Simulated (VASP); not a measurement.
# CuSi16 (a cell with a defect): single point with PBE+D3(BJ)

The system is CuSi16 (a cell with a defect).

```xyz
17
Lattice="0.0000 5.4300 5.4300 5.4300 0.0000 5.4300 5.4300 5.4300 0.0000" Properties=species:S:1:pos:R:3 pbc="T T T"
Si   -0.0336    0.0320    0.0534
Si    1.3594    1.4013    1.3862
Si    2.7014    2.7270   -0.0097
Si    4.0271    4.0690    1.3862
Si    2.7224    0.0072    2.6949
Si    4.0721    1.3562    4.0644
Si    5.4212    2.7059    2.6949
Si    6.7870    4.0714    4.0423
Si    0.0626    2.7772    2.8098
Si    1.3570    4.0714    4.2422
Si    2.6512    5.3658    2.8098
Si    4.0722    6.7862    4.0946
Si    2.7481    2.6803    5.4844
Si    4.1170    4.0745    6.8165
Si    5.4429    5.4155    5.4200
Si    6.7839    6.7414    6.8165
Cu    9.5032    6.7852    6.9935
```

| Item | Value |
| --- | --- |
| Program | VASP 6.6.1 |
| Task | single point |
| Functional | PBE |
| Dispersion | D3(BJ) |
| Potentials or basis | VASP PAW PBE potentials, release 64 (Si, Cu) |
| Cutoff | 520 eV |
| k mesh | 2 × 2 × 2 |
| Occupations | gaussian, width 0.05 eV |
| Spin | collinear spin, zero start |
| Starting moments | [0.0, 0.0, 0.0, 0.0, 0.0, 0.0, 0.0, 0.0, 0.0, 0.0, 0.0, 0.0, 0.0, 0.0, 0.0, 0.0, 0.0] μB |
| Dipole correction | no |
| Further INCAR settings | ALGO = Normal; EDIFF = 1e-06; NBANDS = 56 |

```
Pressure                                              : 1.5 GPa
Largest force                                         : 0.179 eV/Å
Net moment                                            : 0.00 μB per cell
Valence electrons inside the program's atomic spheres : Si 1.70, 1.69, 1.72 (each value once); Cu 10.12
Dispersion energy per atom                            : -0.333 eV
```

Forces in eV/Å, atoms in the order of the input:
```
Si   0.063 -0.063 -0.077
Si   0.045 -0.036  0.001
Si  -0.031  0.031 -0.024
Si   0.036 -0.045  0.001
Si  -0.012 -0.012  0.071
Si  -0.002  0.002 -0.032
Si   0.012  0.012  0.071
Si   0.002 -0.002 -0.047
Si   0.075  0.075  0.017
Si   0.004 -0.004 -0.044
Si  -0.075 -0.075  0.017
Si  -0.002  0.002  0.179
Si  -0.065  0.065 -0.079
Si  -0.038  0.042  0.002
Si   0.030 -0.030 -0.023
Si  -0.042  0.038  0.002
Cu   0.000  0.000 -0.036
```

Stress tensor (GPa, compression positive):
```
 1.45  0.20 -0.01
 0.20  1.45  0.01
-0.01  0.01  1.50
```

Levels at points of the mesh, in eV from the Fermi level:
Spin up:
```
           k point  band 36  band 37  band 38  band 39  band 40  band 41
(0.00, 0.00, 0.00)    -0.69    -0.62    -0.57     0.05     0.06     0.06
(0.50, 0.00, 0.00)    -1.25    -1.18     0.00     0.51     0.78     0.80
(0.00, 0.50, 0.00)    -1.25    -1.17    -0.01     0.51     0.78     0.80
(0.00, 0.00, 0.50)    -1.24    -1.24    -0.03     0.61     0.81     0.82
(0.50, 0.50, 0.00)    -1.95    -1.45     0.12     0.53     1.48     1.51
(0.00, 0.50, 0.50)    -1.98    -1.48     0.14     0.52     1.50     1.51
```
Spin down:
```csv
k point,band 34,band 35,band 36,band 37,band 38,band 39,band 40,band 41,band 42,band 43
"(0.00, 0.00, 0.00)",-1.36,-1.17,-0.69,-0.62,-0.57,0.05,0.06,0.06,0.07,0.10
"(0.50, 0.00, 0.00)",-1.42,-1.41,-1.25,-1.18,0.00,0.51,0.78,0.80,0.90,0.94
"(0.00, 0.50, 0.00)",-1.42,-1.42,-1.25,-1.17,-0.01,0.51,0.78,0.80,0.90,0.94
"(0.00, 0.00, 0.50)",-1.43,-1.43,-1.24,-1.24,-0.03,0.61,0.81,0.82,0.86,0.87
"(0.50, 0.50, 0.00)",-2.03,-1.99,-1.95,-1.45,0.12,0.53,1.48,1.51,1.54,1.55
"(0.00, 0.50, 0.50)",-2.00,-1.99,-1.98,-1.48,0.14,0.52,1.50,1.51,1.53,1.57
```

It took 8.2 min on 1 thread of Intel(R) Xeon(R) Platinum 8259CL CPU @ 2.50GHz (Skylake/Cascade Lake), with other jobs on the host, peak memory 0.73 GiB.

Caveat: the k points lie up to 0.50 Å⁻¹ apart; no moment was typed at the start, so none could form.
